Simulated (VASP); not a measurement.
# Sc (Fd-3m) in VASP: a series of runs

Sc is run at these levels: r2SCAN; tasks: single point.

Program: VASP 6.6.1. These are calculated values, not measurements. Logs are shortened: lines on timing, memory, paths and dates and some standing lists are left out, and cuts for length are marked.

### 1 The cell of the first run

The structure is cubic, space group Fd-3m (No. 227). The conventional cell has a = 5.084 Å, b = 5.084 Å, c = 5.084 Å, α = 90.00°, β = 90.00°, γ = 90.00°. Sc (site symmetry -43m) has 4 Sc at 2.20 Å within 2.9 Å.

This isn't the form of Sc at room conditions, which is hcp.

### 2 Single point, r2SCAN

Input file POSCAR:

```
Sc
1.0
    0.0000000000      2.5419423889      2.5419423889
    2.5419423889      0.0000000000      2.5419423889
    2.5419423889      2.5419423889      0.0000000000
Sc
2
Direct
    0.0000000000      0.0000000000      0.0000000000
    0.2500000000      0.2500000000      0.2500000000
```

Input file INCAR.step1:

```
PREC = Accurate
ENCUT = 520
ISMEAR = 1
SIGMA = 0.05
LREAL = False
LASPH = True
NELM = 100
NBANDS = 18
GGA = PE
ALGO = Normal
EDIFF = 1E-4
LWAVE = True
LCHARG = False
```

Input file INCAR.step2:

```
PREC = Accurate
ENCUT = 520
EDIFF = 1E-7
ISMEAR = 1
SIGMA = 0.05
LREAL = False
LASPH = True
NELM = 100
ALGO = Normal
ISIF = 2
LWAVE = False
LCHARG = True
METAGGA = R2SCAN
LMIXTAU = True
LELF = True
LVHAR = True
NBANDS = 18
ISTART = 1
```

Input file KPOINTS:

```
Automatic mesh
0
Gamma
  6 6 6
```

Potentials or basis: VASP PAW PBE potentials, release 64 (Sc_sv).

On the command line:

```console
$ cat potpaw_PBE.64/Sc_sv/POTCAR > POTCAR
$ cp INCAR.step1 INCAR
$ mpirun -np 1 vasp_std > vasp.out
$ cp INCAR.step2 INCAR
$ mpirun -np 1 vasp_std > vasp.out
```

OUTCAR:

```text
PREC = Accurate
   ENCUT = 520
   EDIFF = 1E-7
   ISMEAR = 1
   LREAL = False
   LASPH = True
   NELM = 100
   ISIF = 2
   METAGGA = R2SCAN
   ISTART = 1

 ion  position               nearest neighbor table
   1  0.000  0.000  0.000-   2 2.20   2 2.20   2 2.20   2 2.20
   2  0.250  0.250  0.250-   1 2.20   1 2.20   1 2.20   1 2.20

  LATTYP: Found a face centered cubic cell.
 ALAT       =     5.0838847778

  Lattice vectors:

 A1 = (   0.0000000000,   2.5419423889,   2.5419423889)
 A2 = (   2.5419423889,   0.0000000000,   2.5419423889)
 A3 = (   2.5419423889,   2.5419423889,   0.0000000000)

Analysis of symmetry for initial positions (statically):
=====================================================================
 Subroutine PRICEL returns:
 Original cell was already a primitive cell.

 Routine SETGRP: Setting up the symmetry group for a
 face centered cubic supercell.

 Subroutine GETGRP returns: Found 48 space group operations
 (whereof 24 operations were pure point group operations)
 out of a pool of 48 trial point group operations.

The static configuration has the point symmetry T_d .
 The point group associated with its full space group is O_h .

Analysis of symmetry for dynamics (positions and initial velocities):
=====================================================================
 Subroutine PRICEL returns:
 Original cell was already a primitive cell.

 Routine SETGRP: Setting up the symmetry group for a
 face centered cubic supercell.

 Subroutine GETGRP returns: Found 48 space group operations
 (whereof 24 operations were pure point group operations)
 out of a pool of 48 trial point group operations.

The dynamic configuration has the point symmetry T_d .
 The point group associated with its full space group is O_h .

 Subroutine INISYM returns: Found 48 space group operations
 (whereof 24 operations are pure point group operations),
 and found     1 'primitive' translations

----------------------------------------------------------------------------------------

                                     Primitive cell

  volume of cell :      32.8494

  direct lattice vectors                    reciprocal lattice vectors
     0.000000000  2.541942389  2.541942389    -0.196699973  0.196699973  0.196699973
     2.541942389  0.000000000  2.541942389     0.196699973 -0.196699973  0.196699973
     2.541942389  2.541942389  0.000000000     0.196699973  0.196699973 -0.196699973

  length of vectors
     3.594849401  3.594849401  3.594849401     0.340694348  0.340694348  0.340694348

  position of ions in fractional coordinates (direct lattice)
     0.000000000  0.000000000  0.000000000
     0.250000000  0.250000000  0.250000000

  ion indices of the primitive-cell ions
   primitive index   ion index
                 1           1
                 2           2

----------------------------------------------------------------------------------------

 KPOINTS: Automatic mesh

Automatic generation of k-mesh.
 Grid dimensions read from file:
 generate k-points for:    6    6    6

 Generating k-lattice:

  Cartesian coordinates                     Fractional coordinates (reciprocal lattice)
    -0.032783329  0.032783329  0.032783329     0.166666667  0.000000000  0.000000000
     0.032783329 -0.032783329  0.032783329     0.000000000  0.166666667  0.000000000
     0.032783329  0.032783329 -0.032783329     0.000000000  0.000000000  0.166666667

  Length of vectors
     0.056782391  0.056782391  0.056782391

  Shift w.r.t. Gamma in fractional coordinates (k-lattice)
     0.000000000  0.000000000  0.000000000

 Subroutine IBZKPT returns following result:
 ===========================================

 Found     16 irreducible k-points:

 Following reciprocal coordinates:
            Coordinates               Weight
  0.000000  0.000000  0.000000      1.000000
  0.166667  0.000000  0.000000      8.000000
  0.333333  0.000000  0.000000      8.000000
  0.500000  0.000000  0.000000      4.000000
  0.166667  0.166667  0.000000      6.000000
  0.333333  0.166667  0.000000     24.000000
[... 8 lines left out ...]
 -0.333333  0.333333  0.166667     24.000000
 -0.333333  0.500000  0.166667     12.000000
   k-points           NKPTS =     16   k-points in BZ     NKDIM =     16   number of bands    NBANDS=     18
   number of dos      NEDOS =    301   number of ions     NIONS =      2
   total plane-waves  NPLWV =  21952
   dimension x,y,z NGX =    28 NGY =   28 NGZ =   28
   dimension x,y,z NGXF=    56 NGYF=   56 NGZF=   56
   ions per type =               2
   NGX,Y,Z   is equivalent  to a cutoff of  12.95, 12.95, 12.95 a.u.
   NGXF,Y,Z  is equivalent  to a cutoff of  25.90, 25.90, 25.90 a.u.
 SYSTEM =  unknown system
   PREC   = accura    normal or accurate (medium, high low for compatibility)
   ISTART =      1    job   : 0-new  1-cont  2-samecut
   ICHARG =      0    charge: 1-file 2-atom 10-const
   ISPIN  =      1    spin polarized calculation?
   LNONCOLLINEAR =      F non collinear calculations
   LSORBIT =      F    spin-orbit coupling
   LASPH  =      T    aspherical Exc in radial PAW
   ENCUT  =  520.0 eV  38.22 Ry    6.18 a.u.   6.68  6.68  6.68*2*pi/ulx,y,z
   NELM   =    100;   NELMIN=  2; NELMDL=  0     # of ELM steps
   EDIFF  = 0.1E-06   stopping-criterion for ELM
   LREAL  =      F    real-space projection
   EDIFFG = 0.1E-05   stopping-criterion for IOM
   NSW    =      0    number of steps for IOM
   IBRION =     -1    ionic relax: 0-MD 1-quasi-New 2-CG
   NFREE  =      0    steps in history (QN), initial steepest desc. (CG)
   ISIF   =      2    stress and relaxation
   ISYM   =      2    0-nonsym 1-usesym 2-fastsym
   POTIM  = 0.5000    time-step for ionic-motion
   TEBEG  =    0.0;   TEEND  =   0.0 temperature during run
   PSTRESS=    0.0 pullay stress
   NELECT =      22.0000    total number of electrons
   NUPDOWN=      -1.0000    fix difference up-down
   EMIN   =  10.00;   EMAX   =-10.00  energy-range for DOS
   EFERMI =   0.00;   METHOD = LEGACY
   ISMEAR =     1;   SIGMA  =   0.05  broadening in eV -4-tet -1-fermi 0-gaus
   EFERMI_NEDOS =   21; number of points for ismear=-14 and -15
   IALGO  =     38    algorithm
   IMIX   =      4    mixing-type and parameters
     AMIX     =   0.40;   BMIX     =  1.00
     AMIX_MAG =   1.60;   BMIX_MAG =  1.00
  volume/ion in A,a.u.               =      16.42       110.84
  Fermi-wavevector in a.u.,A,eV,Ry     =   1.432320  2.706692 27.912900  2.051540
  Thomas-Fermi vector in A             =   2.551960
   LORBIT       =      0    0 simple, 1 ext, 2 COOP (PROOUT), +10 PAW based schemes
   METAGGA = R2SCAN    functional components
   LHFCALC =     F    Hartree Fock is set to
   AEXX    =    0.0000 exact exchange contribution
   IVDW    =     0    specifies the selected vdW correction
   LEPSILON=     F    determine dielectric tensor
   LRPA    =     F    only Hartree local field effects (RPA)
 non-spin polarized calculation
 Methfessel and Paxton  Order N= 1 SIGMA  =   0.05
  energy-cutoff  :      520.00
  volume of cell :       32.85
 maximum number of plane-waves:       899
   NGX = 13   NGY = 13   NGZ = 13

 number of electron      21.9999994 magnetization

 Free energy of the ion-electron system (eV)
  ---------------------------------------------------
  ext. energy  EPLUGINS =         0.00000000
  ---------------------------------------------------
  free energy    TOTEN  =       -17.34044130 eV

  energy without entropy =      -17.33903996  energy(sigma->0) =      -17.33997419

 E-fermi :   6.8368     XC(G=0): -12.2388

 val. band max:        6.8322605418   @ k =  -0.3333   0.1667   0.0000
 cond. band min:       6.8376001393   @ k =   0.5000   0.0000   0.0000
 fundamental gap:      0.0053395976
 Fermi energy:         6.8368199985

 k-point     1 :       0.0000    0.0000    0.0000
  band No.  band energies     occupation
      1     -45.7800      2.00000
      2     -43.5541      2.00000
      3     -23.6853      2.00000
      4     -23.6853      2.00000
      5     -23.6853      2.00000
      6     -21.5403      2.00000
[... 10 lines left out ...]
     17      10.0224      0.00000
     18      13.5240      0.00000

 k-point     2 :       0.1667    0.0000    0.0000
  band No.  band energies     occupation
      1     -45.6779      2.00000
      2     -43.6743      2.00000
      3     -23.7767      2.00000
      4     -23.7767      2.00000
      5     -23.7193      2.00000
      6     -21.4944      2.00000
[... 10 lines left out ...]
     17       9.8864      0.00000
     18      13.4886      0.00000

 k-point     3 :       0.3333    0.0000    0.0000
  band No.  band energies     occupation
      1     -45.4265      2.00000
      2     -43.9617      2.00000
      3     -23.9378      2.00000
      4     -23.9377      2.00000
      5     -23.8074      2.00000
      6     -21.3722      2.00000
[... 10 lines left out ...]
     17      10.5458      0.00000
     18      13.2557      0.00000

 k-point     4 :       0.5000    0.0000    0.0000
  band No.  band energies     occupation
      1     -45.2545      2.00000
      2     -44.1514      2.00000
      3     -24.0100      2.00000
      4     -24.0100      2.00000
      5     -23.8594      2.00000
      6     -21.2980      2.00000
[... 10 lines left out ...]
     17      11.3565      0.00000
     18      12.9026      0.00000

 k-point     5 :       0.1667    0.1667    0.0000
  band No.  band energies     occupation
      1     -45.6413      2.00000
      2     -43.7170      2.00000
      3     -23.8877      2.00000
      4     -23.8877      2.00000
      5     -23.5265      2.00000
      6     -21.7023      2.00000
[... 10 lines left out ...]
     17      10.0268      0.00000
     18      12.8434      0.00000

 k-point     6 :       0.3333    0.1667    0.0000
  band No.  band energies     occupation
      1     -45.4270      2.00000
      2     -43.9610      2.00000
      3     -24.0983      2.00000
      4     -24.0473      2.00000
      5     -23.4231      2.00000
      6     -21.7698      2.00000
[... 10 lines left out ...]
     17      10.6212      0.00000
     18      12.3027      0.00000

 k-point     7 :       0.5000    0.1667    0.0000
  band No.  band energies     occupation
      1     -45.1837      2.00000
      2     -44.2279      2.00000
      3     -24.2879      2.00000
      4     -24.1029      2.00000
      5     -23.4040      2.00000
      6     -21.7213      2.00000
[... 10 lines left out ...]
     17      10.9087      0.00000
     18      12.8041      0.00000

 k-point     8 :      -0.3333    0.1667    0.0000
  band No.  band energies     occupation
      1     -45.2554      2.00000
      2     -44.1503      2.00000
      3     -24.2876      2.00000
      4     -24.0117      2.00000
      5     -23.4625      2.00000
      6     -21.6569      2.00000
[... 10 lines left out ...]
     17      11.1194      0.00000
     18      11.7681      0.00000

 k-point     9 :      -0.1667    0.1667    0.0000
  band No.  band energies     occupation
      1     -45.5200      2.00000
      2     -43.8562      2.00000
      3     -24.0704      2.00000
      4     -23.8474      2.00000
      5     -23.5884      2.00000
      6     -21.5872      2.00000
[... 10 lines left out ...]
     17       9.9667      0.00000
     18      12.6314      0.00000

 k-point    10 :       0.3333    0.3333    0.0000
  band No.  band energies     occupation
      1     -45.2564      2.00000
      2     -44.1492      2.00000
      3     -24.2112      2.00000
      4     -24.2112      2.00000
      5     -23.1205      2.00000
      6     -22.1050      2.00000
[... 10 lines left out ...]
     17      11.0860      0.00000
     18      11.0953      0.00000

 k-point    11 :       0.5000    0.3333    0.0000
  band No.  band energies     occupation
      1     -44.9878      2.00000
      2     -44.4354      2.00000
      3     -24.3746      2.00000
      4     -24.2712      2.00000
      5     -22.9156      2.00000
      6     -22.2509      2.00000
[... 10 lines left out ...]
     17      11.4254      0.00000
     18      12.7007      0.00000

 k-point    12 :      -0.3333    0.3333    0.0000
  band No.  band energies     occupation
      1     -44.9872      2.00000
      2     -44.4359      2.00000
      3     -24.4569      2.00000
      4     -24.1794      2.00000
      5     -23.0479      2.00000
      6     -22.0490      2.00000
[... 10 lines left out ...]
     17      10.5034      0.00000
     18      11.9612      0.00000

 k-point    13 :       0.5000    0.5000    0.0000
  band No.  band energies     occupation
      1     -44.7145      2.00000
      2     -44.7145      2.00000
      3     -24.3484      2.00000
      4     -24.3483      2.00000
      5     -22.6097      2.00000
      6     -22.6097      2.00000
[... 10 lines left out ...]
     17      13.1994      0.00000
     18      13.1994      0.00000

 k-point    14 :       0.5000    0.3333    0.1667
  band No.  band energies     occupation
      1     -45.1845      2.00000
      2     -44.2270      2.00000
      3     -24.3317      2.00000
      4     -24.1546      2.00000
      5     -23.1706      2.00000
      6     -21.9673      2.00000
[... 10 lines left out ...]
     17      11.0291      0.00000
     18      11.2961      0.00000

 k-point    15 :      -0.3333    0.3333    0.1667
  band No.  band energies     occupation
      1     -44.9872      2.00000
      2     -44.4359      2.00000
      3     -24.4230      2.00000
      4     -24.2295      2.00000
      5     -23.0117      2.00000
      6     -22.0801      2.00000
[... 10 lines left out ...]
     17      11.1685      0.00000
     18      12.3551      0.00000

 k-point    16 :      -0.3333    0.5000    0.1667
  band No.  band energies     occupation
      1     -44.7144      2.00000
      2     -44.7144      2.00000
      3     -24.3753      2.00000
      4     -24.3752      2.00000
      5     -22.5591      2.00000
      6     -22.5591      2.00000
[... 10 lines left out ...]
     17      13.0612      0.00000
     18      13.0612      0.00000

------------------------ aborting loop because EDIFF is reached ----------------------------------------

  FORCE on cell =-STRESS in cart. coord.  units (eV):
  Direction    XX          YY          ZZ          XY          YZ          ZX
  --------------------------------------------------------------------------------------
  -------------------------------------------------------------------------------------
  Total        4.6865549      4.6865549      4.6865549      0.0000000      0.0000000      0.0000000
  in kB      228.5794522    228.5794522    228.5794522      0.0000000      0.0000000      0.0000000
  external PRESSURE =     228.5794522 kB  Pullay stress =       0.0000000 kB

 VOLUME and BASIS-vectors are now :
 -----------------------------------------------------------------------------
  energy-cutoff  :      520.00
  volume of cell :       32.85
      direct lattice vectors                 reciprocal lattice vectors
     0.000000000  2.541942389  2.541942389    -0.196699973  0.196699973  0.196699973
     2.541942389  0.000000000  2.541942389     0.196699973 -0.196699973  0.196699973
     2.541942389  2.541942389  0.000000000     0.196699973  0.196699973 -0.196699973

 POSITION                                       TOTAL-FORCE (eV/Angst)
 -----------------------------------------------------------------------------------
      0.00000      0.00000      0.00000         0.000000      0.000000      0.000000
      1.27097      1.27097      1.27097        -0.000000     -0.000000     -0.000000
 -----------------------------------------------------------------------------------
    total drift:                                0.000000      0.000000      0.000000

  FREE ENERGIE OF THE ION-ELECTRON SYSTEM (eV)
  ---------------------------------------------------
  free  energy   TOTEN  =       -17.3404412986 eV

  energy  without entropy=      -17.3390399632  energy(sigma->0) =      -17.33997419
```

It took 26 s on 1 thread of Intel Xeon 6975P-C (Granite Rapids), shared host; peak memory 0.16 GiB.

What came out:

```yaml
Free_energy: -17.3404 eV
Pressure: 22.9 GPa
Band_gap_on_the_k_mesh: zero (bands 11 and 12 overlap by 1.51 eV)
```

Caveat: the cell stands under pressure; the PAW data sets were made with another functional, which shifts forces and pressure a little.

[end of part 1 of 2]

The gap in the log of VASP goes by the Fermi energy; the results here count the filled bands.